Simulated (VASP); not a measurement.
Set up this calculation in VASP 6.6.1, as the native input.

* Task: single point
* Functional: RPBE
* Potentials or basis: VASP PAW PBE potentials, release 64 (Os)
* Cutoff: 520 eV
* k mesh: 11 × 11 × 6
* Occupations: fermi-dirac, width 0.05 eV
* Spin: no spin polarisation
* Dipole correction: no
* Further INCAR settings: ALGO = Normal; EDIFF = 1e-07; NBANDS = 15

The structure of Os lies in POSCAR:

```
Os
1.0
    2.7700791260      0.0000000000      0.0000000000
   -1.3850395630      2.3989588936      0.0000000000
    0.0000000000      0.0000000000      4.3765446767
Os
2
Direct
    0.6666666667      0.3333333333      0.7500000000
    0.3333333333      0.6666666667      0.2500000000
```

One way to write it, as run:

INCAR

```
PREC = Accurate
ENCUT = 520
EDIFF = 1E-7
ISMEAR = -1
SIGMA = 0.05
LREAL = False
LASPH = True
NELM = 60
ALGO = Normal
ISIF = 2
LWAVE = False
LCHARG = False
GGA = RP
NBANDS = 15
```

KPOINTS

```
regular mesh
0
Gamma
  11 11 6
```

Potentials or basis: VASP PAW PBE potentials, release 64 (Os).

The run is started by

```bash
$ cat potpaw_PBE.64/Os/POTCAR > POTCAR
$ mpirun -np 1 vasp_std > vasp.out
```

Results of the run:

- Pressure: -3.4 GPa
- Band gap on the k mesh: zero (band 8 reaches 10.91 eV, above the bottom of band 9 at 7.27 eV)

Caveat: the PAW data sets were made with another functional, which shifts forces and pressure a little; spin-orbit coupling is left out, which moves the levels of the heavy elements.

Run time: 11 s on 1 thread of Intel(R) Xeon(R) 6975P-C (Granite Rapids), on a shared host, peak memory 0.16 GiB.
